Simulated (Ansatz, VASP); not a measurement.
## MnSb: VASP beside Ansatz

```
Sb Mn
1.0
     0.00000    2.79502    2.79502
     2.79502    0.00000    2.79502
     2.79502    2.79502    0.00000
Sb Mn
1 1
Direct
  0.50000 0.50000 0.50000
  0.00000 0.00000 0.00000
```

Alike in both runs: task single point; functional PBE-based screened hybrid; k mesh 4 × 4 × 4; occupations fermi-dirac, width 0.05 eV; collinear spin.

```csv
,VASP,Ansatz
version,VASP 6.6.1,Ansatz 0.2.0
potentials or method,"VASP PAW PBE potentials, release 64 (Sb, Mn_pv)",Ansatz PAW
plane-wave cutoff (eV),520,420
valence electrons in the cell,18,30
```

Ansatz gave:

```
gap on the k mesh at the Fermi level (eV)                     : none
pressure (GPa)                                                : 4.3
net moment per atom (μB)                                      : 2.05
size of the moment on the site where the two differ most (μB) : 4.23
```

Task: Estimate VASP's values.

Result: gap on the k mesh at the Fermi level (eV): none; pressure (GPa): 4.0; net moment per atom (μB): 2.04; size of the moment on the site where the two differ most (μB): 4.20.

VASP's potentials were made for PBE, not for PBE-based screened hybrid. Site moments also hang on the region over which each program counts them. A gap of «none» marks a metal or a gap that the smearing closes. VASP's potentials hold 18 valence electrons a cell and Ansatz's 30, so a difference there can come from the potentials and not from the codes.

The k mesh is coarse, so the values compare programs but aren't converged. Neither program's run includes spin-orbit coupling. Noted on Ansatz's run: the magnetic or orbital state may not be the lowest.
